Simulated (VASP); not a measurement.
Set up this calculation in VASP 6.6.1, as the native input.

* Task: density of states
* Functional: PBE
* Potentials or basis: VASP PAW PBE potentials, release 64 (Hf_pv, Br)
* Cutoff: 520 eV
* k mesh: 8 × 8 × 8
* Occupations: gaussian, width 0.1 eV
* Spin: no spin polarisation
* Dipole correction: no
* k mesh for the DOS: 12 × 12 × 12
* Occupations for the DOS: tetrahedron
* Further INCAR settings: ALGO = Normal; EDIFF = 1e-07

Crystal: Hf4Br.

```xyz
5
Lattice="-3.1171 3.1171 3.1171 3.1171 -3.1171 3.1171 3.1171 3.1171 -3.1171" Properties=species:S:1:pos:R:3 pbc="T T T"
Hf    1.5585    1.5585   -1.5585
Hf   -1.5585    1.5585    1.5585
Hf    1.5585   -1.5585    1.5585
Hf    1.5585    1.5585    1.5585
Br    0.0000    0.0000    0.0000
```

These files were run (other wordings do the same):

POSCAR

```
Hf4Br
1.0
   -3.1170771701      3.1170771701      3.1170771701
    3.1170771701     -3.1170771701      3.1170771701
    3.1170771701      3.1170771701     -3.1170771701
Hf Br
4 1
Direct
    0.0000000000      0.0000000000      0.5000000000
    0.5000000000      0.0000000000      0.0000000000
    0.0000000000      0.5000000000      0.0000000000
    0.5000000000      0.5000000000      0.5000000000
    0.0000000000      0.0000000000      0.0000000000
```

INCAR.step1

```
SYSTEM = Hf4Br
PREC = Accurate ; ENCUT = 520
EDIFF = 1E-7 ; ISMEAR = 0
SIGMA = 0.1 ; LREAL = .FALSE.
LASPH = .TRUE. ; NELM = 80
ALGO = Normal ; ISIF = 2
LWAVE = .FALSE. ; LCHARG = .TRUE.
LMAXMIX = 4 ; GGA = PE
NBANDS = 32
```

KPOINTS.step1

```
regular mesh
0
G
  8 8 8
  0 0 0
```

INCAR.step2

```
SYSTEM = Hf4Br
PREC = Accurate ; ENCUT = 520
EDIFF = 1E-7 ; ISMEAR = -5
SIGMA = 0.1 ; LREAL = .FALSE.
LASPH = .TRUE. ; NELM = 80
ALGO = Normal ; ISIF = 2
LWAVE = .FALSE. ; LCHARG = .FALSE.
LMAXMIX = 4 ; GGA = PE
LORBIT = 11 ; NEDOS = 2001
ICHARG = 11
```

KPOINTS.step2

```
regular mesh
0
G
  12 12 12
  0 0 0
```

Potentials or basis: VASP PAW PBE potentials, release 64 (Hf_pv, Br).

Command:

```bash
$ cat potpaw_PBE.64/Hf_pv/POTCAR potpaw_PBE.64/Br/POTCAR > POTCAR
$ cp INCAR.step1 INCAR
$ cp KPOINTS.step1 KPOINTS
$ mpirun -np 1 vasp_std > vasp.out
$ cp INCAR.step2 INCAR
$ cp KPOINTS.step2 KPOINTS
$ mpirun -np 1 vasp_std > vasp.out
```

Results of the run:

The valence electrons inside the program's atomic spheres are Hf 8.25; Br 5.03.

Caveat: spin-orbit coupling is left out, which moves the levels of the heavy elements; an odd number of electrons without spin polarisation forces a metal; a magnetic or distorted state may lie lower.

Run time: 2.5 min on 1 thread of Intel(R) Xeon(R) 6975P-C (Granite Rapids), with other jobs on the host, peak memory 0.38 GiB.
